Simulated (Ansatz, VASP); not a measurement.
**Ir: VASP beside Ansatz**

Contents of INCAR:

```
PREC = Accurate ; ENCUT = 600
EDIFF = 1E-6 ; ISMEAR = -1
SIGMA = 0.05 ; LREAL = F
LASPH = T ; NELM = 100
ALGO = Normal ; ISIF = 3
LWAVE = F ; LCHARG = F
GGA = PE ; IBRION = 2
NSW = 45 ; EDIFFG = -0.005
```

KPOINTS

```
regular mesh
0
Gamma
  19 19 19
```

File POSCAR:

```
Ir
1.0
   -1.5551588361      1.5551588361      1.5551588361
    1.5551588361     -1.5551588361      1.5551588361
    1.5551588361      1.5551588361     -1.5551588361
Ir
1
Direct
    0.0000000000      0.0000000000      0.0000000000
```

Input for Ansatz:

```yaml
crystal:
  lattice:
    - [-1.5551588361, 1.5551588361, 1.5551588361]
    - [1.5551588361, -1.5551588361, 1.5551588361]
    - [1.5551588361, 1.5551588361, -1.5551588361]
  atoms:
    - { symbol: Ir, position: [0.0, 0.0, 0.0] }
kpoints:
  mp_grid: { grid: [19, 19, 19] }
scf:
  occupations: { method: fermi_dirac, width: 0.05 }
hamiltonian:
  xc: pbe
  pseudopotentials:
    kind: all_electron
    lapw: { basis_error: 0.0005 }
    relativity: none
output:
  forces: true
  stress: true
  eigenvalues: true
  populations: true
relax:
  f_tol: 0.005
  max_steps: 25
  cell: {}
```

Alike in both runs: task relaxation of cell and atoms; functional PBE; k mesh 19 × 19 × 19; occupations fermi-dirac, width 0.05 eV; no spin polarisation.

|  | VASP | Ansatz |
| --- | --- | --- |
| version | VASP 6.6.1 | Ansatz 0.2.0 |
| potentials or method | VASP PAW PBE potentials, release 64 (Ir), cutoff 600 eV | all-electron LAPW, non-relativistic |

Ansatz gave:

- relaxed volume (Å³/atom): 16.76
- relaxed cell length with the largest relative difference (Å): 2.792

Task: Which values does VASP return?

Result: Relaxed volume (Å³/atom): 15.07; relaxed cell length with the largest relative difference (Å): 2.695.

Ansatz ran all-electron here, and VASP with PAW potentials.

Neither program's run includes spin-orbit coupling.
